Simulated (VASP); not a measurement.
# Sr3BiB (Pm-3m) in VASP: further runs

Sr3BiB is run at these levels: PBE; tasks: relaxation of cell and atoms, single point.

All numbers are computed with VASP 6.6.1; they aren't measurements. Logs are shortened: lines on timing, memory, paths and dates and some standing lists are left out, and cuts for length are marked.

## Step 1: The cell of the first run

It takes space group Pm-3m (No. 221, cubic). Conventional cell: a = 5.743 Å, b = 5.743 Å, c = 5.743 Å, α = 90.00°, β = 90.00°, γ = 90.00°. Sr (site symmetry 4/mmm) has 2 B at 2.87 Å within 3.8 Å. Within 3.8 Å of B (site symmetry m-3m) lie 6 Sr at 2.87 Å. Within 5.3 Å of Bi (site symmetry m-3m) lie 12 Sr at 4.06 Å and 8 B at 4.97 Å.

## Step 2: Relaxation of cell and atoms, PBE

Input file INCAR:

```
PREC = Accurate
ENCUT = 600
EDIFF = 1E-6
ISMEAR = 0
SIGMA = 0.1
LREAL = F
LASPH = T
NELM = 100
ALGO = Normal
ISIF = 3
LWAVE = F
LCHARG = F
GGA = PE
IBRION = 2
NSW = 100
EDIFFG = -0.01
```

Input file KPOINTS:

```
regular mesh
0
Gamma
  8 8 8
```

Input file POSCAR:

```
Sr3BiB
1.0
    5.7428688700      0.0000000000      0.0000000000
    0.0000000000      5.7428688700      0.0000000000
    0.0000000000      0.0000000000      5.7428688700
Sr B Bi
3 1 1
Direct
    0.5000000000      0.0000000000      0.0000000000
    0.0000000000      0.5000000000      0.0000000000
    0.0000000000      0.0000000000      0.5000000000
    0.0000000000      0.0000000000      0.0000000000
    0.5000000000      0.5000000000      0.5000000000
```

Potentials or basis: VASP PAW PBE potentials, release 64 (Sr_sv, B, Bi_d).

Launch:

```bash
$ cat potpaw_PBE.64/Sr_sv/POTCAR potpaw_PBE.64/B/POTCAR potpaw_PBE.64/Bi_d/POTCAR > POTCAR
$ mpirun -np 1 vasp_std > vasp.out
```

OUTCAR:

```text
PREC = Accurate
   ENCUT = 600
   EDIFF = 1E-6
   ISMEAR = 0
   LREAL = F
   LASPH = T
   NELM = 100
   ISIF = 3
   GGA = PE
   IBRION = 2
   NSW = 100
   EDIFFG = -0.01

 ion  position               nearest neighbor table
   1  0.500  0.000  0.000-   4 2.87   4 2.87   2 4.06   5 4.06   3 4.06   5 4.06   2 4.06   5 4.06
                             5 4.06   2 4.06   3 4.06   3 4.06   3 4.06   2 4.06
   2  0.000  0.500  0.000-   4 2.87   4 2.87   1 4.06   5 4.06   3 4.06   5 4.06   1 4.06   3 4.06
                             3 4.06   3 4.06   1 4.06   5 4.06   5 4.06   1 4.06
   3  0.000  0.000  0.500-   4 2.87   4 2.87   1 4.06   5 4.06   1 4.06   2 4.06   2 4.06   2 4.06
                             5 4.06   2 4.06   1 4.06   5 4.06   1 4.06   5 4.06
   4  0.000  0.000  0.000-   1 2.87   2 2.87   3 2.87   3 2.87   2 2.87   1 2.87
   5  0.500  0.500  0.500-   1 4.06   2 4.06   3 4.06   1 4.06   2 4.06   1 4.06   3 4.06   1 4.06
                             2 4.06   3 4.06   2 4.06   3 4.06

  LATTYP: Found a simple cubic cell.
 ALAT       =     5.7428688700

  Lattice vectors:

 A1 = (   5.7428688700,   0.0000000000,   0.0000000000)
 A2 = (   0.0000000000,   5.7428688700,   0.0000000000)
 A3 = (   0.0000000000,   0.0000000000,   5.7428688700)

Analysis of symmetry for initial positions (statically):
=====================================================================
 Subroutine PRICEL returns:
 Original cell was already a primitive cell.

 Routine SETGRP: Setting up the symmetry group for a
 simple cubic supercell.

 Subroutine GETGRP returns: Found 48 space group operations
 (whereof 48 operations were pure point group operations)
 out of a pool of 48 trial point group operations.

The static configuration has the point symmetry O_h .

Analysis of symmetry for dynamics (positions and initial velocities):
=====================================================================
 Subroutine PRICEL returns:
 Original cell was already a primitive cell.

 Routine SETGRP: Setting up the symmetry group for a
 simple cubic supercell.

 Subroutine GETGRP returns: Found 48 space group operations
 (whereof 48 operations were pure point group operations)
 out of a pool of 48 trial point group operations.

The dynamic configuration has the point symmetry O_h .

 Subroutine INISYM returns: Found 48 space group operations
 (whereof 48 operations are pure point group operations),
 and found     1 'primitive' translations

----------------------------------------------------------------------------------------

                                     Primitive cell

  volume of cell :     189.4029

  direct lattice vectors                    reciprocal lattice vectors
     5.742868870  0.000000000  0.000000000     0.174128998  0.000000000  0.000000000
     0.000000000  5.742868870  0.000000000     0.000000000  0.174128998  0.000000000
     0.000000000  0.000000000  5.742868870     0.000000000  0.000000000  0.174128998

  length of vectors
     5.742868870  5.742868870  5.742868870     0.174128998  0.174128998  0.174128998

  position of ions in fractional coordinates (direct lattice)
     0.500000000  0.000000000  0.000000000
     0.000000000  0.500000000  0.000000000
     0.000000000  0.000000000  0.500000000
     0.000000000  0.000000000  0.000000000
     0.500000000  0.500000000  0.500000000

  ion indices of the primitive-cell ions
   primitive index   ion index
                 1           1
                 2           2
                 3           3
                 4           4
                 5           5

----------------------------------------------------------------------------------------

 KPOINTS: regular mesh

Automatic generation of k-mesh.
 Grid dimensions read from file:
 generate k-points for:    8    8    8

 Generating k-lattice:

  Cartesian coordinates                     Fractional coordinates (reciprocal lattice)
     0.021766125  0.000000000  0.000000000     0.125000000  0.000000000  0.000000000
     0.000000000  0.021766125  0.000000000     0.000000000  0.125000000  0.000000000
     0.000000000  0.000000000  0.021766125     0.000000000  0.000000000  0.125000000

  Length of vectors
     0.021766125  0.021766125  0.021766125

  Shift w.r.t. Gamma in fractional coordinates (k-lattice)
     0.000000000  0.000000000  0.000000000

 Subroutine IBZKPT returns following result:
 ===========================================

 Found     35 irreducible k-points:

 Following reciprocal coordinates:
            Coordinates               Weight
  0.000000  0.000000  0.000000      1.000000
  0.125000  0.000000  0.000000      6.000000
  0.250000  0.000000  0.000000      6.000000
  0.375000  0.000000  0.000000      6.000000
  0.500000  0.000000  0.000000      3.000000
  0.125000  0.125000  0.000000     12.000000
[... 16 lines left out ...]
  0.375000  0.375000  0.125000     24.000000
  0.500000  0.375000  0.125000     24.000000
 [... further k-points ...]
   k-points           NKPTS =     35   k-points in BZ     NKDIM =     35   number of bands    NBANDS=     28
   number of dos      NEDOS =    301   number of ions     NIONS =      5
   total plane-waves  NPLWV = 110592
   dimension x,y,z NGX =    48 NGY =   48 NGZ =   48
   dimension x,y,z NGXF=    96 NGYF=   96 NGZF=   96
   ions per type =               3   1   1
   NGX,Y,Z   is equivalent  to a cutoff of  13.90, 13.90, 13.90 a.u.
   NGXF,Y,Z  is equivalent  to a cutoff of  27.79, 27.79, 27.79 a.u.
 SYSTEM =  unknown system
   PREC   = accura    normal or accurate (medium, high low for compatibility)
   ISTART =      0    job   : 0-new  1-cont  2-samecut
   ICHARG =      2    charge: 1-file 2-atom 10-const
   ISPIN  =      1    spin polarized calculation?
   LNONCOLLINEAR =      F non collinear calculations
   LSORBIT =      F    spin-orbit coupling
   LASPH  =      T    aspherical Exc in radial PAW
   ENCUT  =  600.0 eV  44.10 Ry    6.64 a.u.  11.47 11.47 11.47*2*pi/ulx,y,z
   NELM   =    100;   NELMIN=  2; NELMDL= -5     # of ELM steps
   EDIFF  = 0.1E-05   stopping-criterion for ELM
   LREAL  =      F    real-space projection
   EDIFFG = -.1E-01   stopping-criterion for IOM
   NSW    =    100    number of steps for IOM
   IBRION =      2    ionic relax: 0-MD 1-quasi-New 2-CG
   NFREE  =      1    steps in history (QN), initial steepest desc. (CG)
   ISIF   =      3    stress and relaxation
   ISYM   =      2    0-nonsym 1-usesym 2-fastsym
   POTIM  = 0.5000    time-step for ionic-motion
   TEBEG  =    0.0;   TEEND  =   0.0 temperature during run
   PSTRESS=    0.0 pullay stress
   NELECT =      48.0000    total number of electrons
   NUPDOWN=      -1.0000    fix difference up-down
   EMIN   =  10.00;   EMAX   =-10.00  energy-range for DOS
   EFERMI =   0.00;   METHOD = LEGACY
   ISMEAR =     0;   SIGMA  =   0.10  broadening in eV -4-tet -1-fermi 0-gaus
   EFERMI_NEDOS =   21; number of points for ismear=-14 and -15
   IALGO  =     38    algorithm
   IMIX   =      4    mixing-type and parameters
     AMIX     =   0.40;   BMIX     =  1.00
     AMIX_MAG =   1.60;   BMIX_MAG =  1.00
  volume/ion in A,a.u.               =      37.88       255.63
  Fermi-wavevector in a.u.,A,eV,Ry     =   1.036000  1.957756 14.603073  1.073296
  Thomas-Fermi vector in A             =   2.170370
   LORBIT       =      0    0 simple, 1 ext, 2 COOP (PROOUT), +10 PAW based schemes
   GGA     = PE    functional components
   LHFCALC =     F    Hartree Fock is set to
   AEXX    =    0.0000 exact exchange contribution
   IVDW    =     0    specifies the selected vdW correction
   LEPSILON=     F    determine dielectric tensor
   LRPA    =     F    only Hartree local field effects (RPA)
 conjugate gradient relaxation of ions
 non-spin polarized calculation
 Gauss-broadening in eV      SIGMA  =   0.10
  energy-cutoff  :      600.00
  volume of cell :      189.40
 maximum number of plane-waves:      6382
 NGX is ok and might be reduce to    48
   NGX = 23   NGY = 23   NGZ = 23

--------------------------------------- Ionic step        1  -------------------------------------------

 number of electron      48.0000004 magnetization

 Free energy of the ion-electron system (eV)
  ---------------------------------------------------
  ext. energy  EPLUGINS =         0.00000000
  ---------------------------------------------------
  free energy    TOTEN  =       -15.87140722 eV

  energy without entropy =      -15.84755622  energy(sigma->0) =      -15.85948172

------------------------ aborting loop because EDIFF is reached ----------------------------------------

  FORCE on cell =-STRESS in cart. coord.  units (eV):
  Direction    XX          YY          ZZ          XY          YZ          ZX
  --------------------------------------------------------------------------------------
  -------------------------------------------------------------------------------------
  Total       -3.1379315     -3.1379315     -3.1379315      0.0000000      0.0000000     -0.0000000
  in kB      -26.5440598    -26.5440598    -26.5440598      0.0000000      0.0000000     -0.0000000
  external PRESSURE =     -26.5440598 kB  Pullay stress =       0.0000000 kB
[... 63 lines left out ...]
  energy  without entropy=      -16.0288324898  energy(sigma->0) =      -16.04002590

--------------------------------------- Ionic step        3  -------------------------------------------

 number of electron      47.9999993 magnetization

 Free energy of the ion-electron system (eV)
  ---------------------------------------------------
  ext. energy  EPLUGINS =         0.00000000
  ---------------------------------------------------
  free energy    TOTEN  =       -16.05953091 eV

  energy without entropy =      -16.03710899  energy(sigma->0) =      -16.04831995

 E-fermi :   2.8146     XC(G=0):  -8.5847

 val. band max:        2.8019924111   @ k =   0.5000   0.2500   0.1250
 cond. band min:       2.8188320914   @ k =   0.2500   0.1250   0.1250
 fundamental gap:      0.0168396803
 Fermi energy:         2.8145758092

 k-point     1 :       0.0000    0.0000    0.0000
  band No.  band energies     occupation
      1     -32.5196      2.00000
      2     -32.4711      2.00000
      3     -32.4711      2.00000
      4     -18.7832      2.00000
      5     -18.7832      2.00000
      6     -18.7832      2.00000
[... 733 lines left out ...]
     27       5.2400      0.00000
     28       5.4223      0.00000

 [... further k-points ...]
[... 5 lines left out ...]
  --------------------------------------------------------------------------------------
  -------------------------------------------------------------------------------------
  Total       -0.0334608     -0.0334608     -0.0334608     -0.0000000     -0.0000000     -0.0000000
  in kB       -0.3174703     -0.3174703     -0.3174703     -0.0000000     -0.0000000     -0.0000000
  external PRESSURE =      -0.3174703 kB  Pullay stress =       0.0000000 kB
[... 20 lines left out ...]
  FREE ENERGIE OF THE ION-ELECTRON SYSTEM (eV)
  ---------------------------------------------------
  free  energy   TOTEN  =       -16.0595309130 eV

  energy  without entropy=      -16.0371089935  energy(sigma->0) =      -16.04831995

 reached required accuracy - stopping structural energy minimisation
```

Wall time 4.9 min (1 thread of Intel Xeon 6975P-C (Granite Rapids), shared host); peak memory 0.5 GiB.

What came out:

- Free energy: -16.0595 eV
- Relaxed volume: 33.77 Å³/atom
- Relaxed cell: a = 5.527 Å, b = 5.527 Å, c = 5.527 Å, α = 90.00°, β = 90.00°, γ = 90.00°
- Space group after relaxing (to 0.05 Å): Pm-3m (No. 221)
- Energy gained by relaxing: 37.6 meV/atom
- Ionic steps: 3
- Pressure after relaxing: 0.0 GPa
- Band gap on the k mesh: zero (band 24 reaches 3.55 eV, above the bottom of band 25 at 1.55 eV)

The path:
| step | energy change (eV) | largest force (eV/Å) | pressure (GPa) | volume (Å³) |
| --- | --- | --- | --- | --- |
| 1 | 0.0000 | 0.0000 | -2.65 | 189.40 |
| 2 | -0.1798 | 0.0000 | -0.65 | 172.72 |
| 3 | -0.1881 | 0.0000 | -0.03 | 168.87 |

Final structure:
```cif
data_structure
_symmetry_space_group_name_H-M 'P 1'
_symmetry_Int_Tables_number 1
_cell_length_a 5.5273
_cell_length_b 5.5273
_cell_length_c 5.5273
_cell_angle_alpha 90.000
_cell_angle_beta 90.000
_cell_angle_gamma 90.000
_cell_volume 168.87
loop_
_atom_site_label
_atom_site_type_symbol
_atom_site_fract_x
_atom_site_fract_y
_atom_site_fract_z
_atom_site_occupancy
Sr1 Sr 0.50000 0.00000 0.00000 1
Sr2 Sr 0.00000 0.50000 0.00000 1
Sr3 Sr 0.00000 0.00000 0.50000 1
B1 B 0.00000 0.00000 0.00000 1
Bi1 Bi 0.50000 0.50000 0.50000 1
```

Levels at points of the mesh, in eV from the Fermi level:
```tsv
k point	band 22	band 23	band 24	band 25	band 26	band 27
(0.00, 0.00, 0.00)	-0.64	0.40	0.63	0.63	1.29	1.29
(0.50, 0.00, 0.00)	-0.86	-0.86	0.32	0.32	1.66	1.67
(0.50, 0.50, 0.00)	-0.99	-0.49	-0.49	-0.04	2.20	2.53
(0.50, 0.50, 0.50)	-1.62	-1.27	-1.27	-1.27	2.35	2.35
```

Caveat: spin-orbit coupling is left out, which moves the levels of the heavy elements.

## Step 3: Single point, PBE

Input file INCAR:

```
PREC = Accurate ; ENCUT = 520
EDIFF = 1E-6 ; ISMEAR = 0
SIGMA = 0.1 ; LREAL = False
LASPH = True ; NELM = 80
ALGO = Normal ; ISIF = 2
LWAVE = False ; LCHARG = True
GGA = PE ; LELF = True
LVHAR = True ; NBANDS = 32
```

Input file KPOINTS:

```
regular mesh
0
Gamma
  4 4 4
```

POSCAR is that of step 2.

Potentials or basis: VASP PAW PBE potentials, release 64 (Sr_sv, B, Bi_d).

Launch:

```bash
$ cat potpaw_PBE.64/Sr_sv/POTCAR potpaw_PBE.64/B/POTCAR potpaw_PBE.64/Bi_d/POTCAR > POTCAR
$ mpirun -np 1 vasp_std > vasp.out
```

Wall time 58 s (1 thread of Intel Xeon 6975P-C (Granite Rapids), shared host); peak memory 0.35 GiB.

The run converged. Its results:

```yaml
Free_energy: -15.8839 eV
Pressure: -2.6 GPa
Band_gap_on_the_k_mesh: zero (band 24 reaches 2.94 eV, above the bottom of band 25 at 1.07 eV)
```

Levels at points of the mesh, in eV from the Fermi level:
```tsv
k point	band 22	band 23	band 24	band 25	band 26	band 27
(0.00, 0.00, 0.00)	-0.49	0.27	0.85	0.85	1.20	1.20
(0.50, 0.00, 0.00)	-0.60	-0.60	0.33	0.33	1.64	1.80
(0.50, 0.50, 0.00)	-0.68	-0.25	-0.25	0.05	2.10	2.32
(0.50, 0.50, 0.50)	-1.36	-1.03	-1.03	-1.03	2.38	2.38
```

Caveat: spin-orbit coupling is left out, which moves the levels of the heavy elements.

## Step 4: Single point, PBE

This run uses another cell than the first one, of 33.63 Å³/atom, 0.888 times its volume.

Input file INCAR:

```
SYSTEM = Sr3BiB
  PREC = Accurate
  ENCUT = 520
  EDIFF = 1E-6
  ISMEAR = 0
  SIGMA = 0.1
  LREAL = .FALSE.
  LASPH = .TRUE.
  NELM = 80
  ALGO = Fast
  ISIF = 2
  LWAVE = .FALSE.
  LCHARG = .TRUE.
  GGA = PE
  LELF = .TRUE.
  LVHAR = .TRUE.
  NBANDS = 32
```

Input file KPOINTS:

```
regular mesh
0
G
  8 8 8
  0 0 0
```

Edit POSCAR of step 3 so:

```diff
@@ -2,5 +2,5 @@
 1.0
-    5.7428688700      0.0000000000      0.0000000000
-    0.0000000000      5.7428688700      0.0000000000
-    0.0000000000      0.0000000000      5.7428688700
+    5.5196070133      0.0000000000      0.0000000000
+    0.0000000000      5.5196070133      0.0000000000
+    0.0000000000      0.0000000000      5.5196070133
 Sr B Bi
```

Launch:

```bash
$ cat potpaw_PBE.64/Sr_sv/POTCAR potpaw_PBE.64/B/POTCAR potpaw_PBE.64/Bi_d/POTCAR > POTCAR
$ mpirun -np 1 vasp_std > vasp.out
```

Run time: 5.5 min. Hardware: 1 thread of Intel Xeon 6975P-C (Granite Rapids), shared host; peak memory 0.37 GiB.

The run converged. Its results:

```
Free energy            : -16.0578 eV
Pressure               : 0.1 GPa
Band gap on the k mesh : zero (band 24 reaches 3.57 eV, above the bottom of band 25 at 1.57 eV)
```

Levels at points of the mesh, in eV from the Fermi level:
```tsv
k point	band 22	band 23	band 24	band 25	band 26	band 27
(0.00, 0.00, 0.00)	-0.65	0.41	0.62	0.62	1.30	1.30
(0.50, 0.00, 0.00)	-0.87	-0.87	0.33	0.33	1.66	1.68
(0.50, 0.50, 0.00)	-1.00	-0.50	-0.50	-0.04	2.20	2.53
(0.50, 0.50, 0.50)	-1.63	-1.27	-1.27	-1.27	2.36	2.36
```

Caveat: spin-orbit coupling is left out, which moves the levels of the heavy elements.

## Step 5: Overview

| task | cell | k mesh | cutoff (eV) | gap on the mesh (eV) | pressure (GPa) |
| --- | --- | --- | --- | --- | --- |
| relaxation of cell and atoms | relaxed from a = 5.743 Å, 5 atoms | 8 × 8 × 8 | 600 | none | 0.0 |
| single point | a = 5.743 Å, 5 atoms | 4 × 4 × 4 | 520 | none | -2.6 |
| single point | a = 5.520 Å, 5 atoms | 8 × 8 × 8 | 520 | none | 0.1 |

Alike in all rows: level PBE; potentials or basis VASP PAW PBE potentials, release 64 (Sr_sv, B, Bi_d); no spin polarisation; smearing gaussian 0.1 eV.

Caveats: spin-orbit coupling is left out, which moves the levels of the heavy elements.

Total energies depend on the potentials used, so only differences within one code and one set of settings carry meaning.
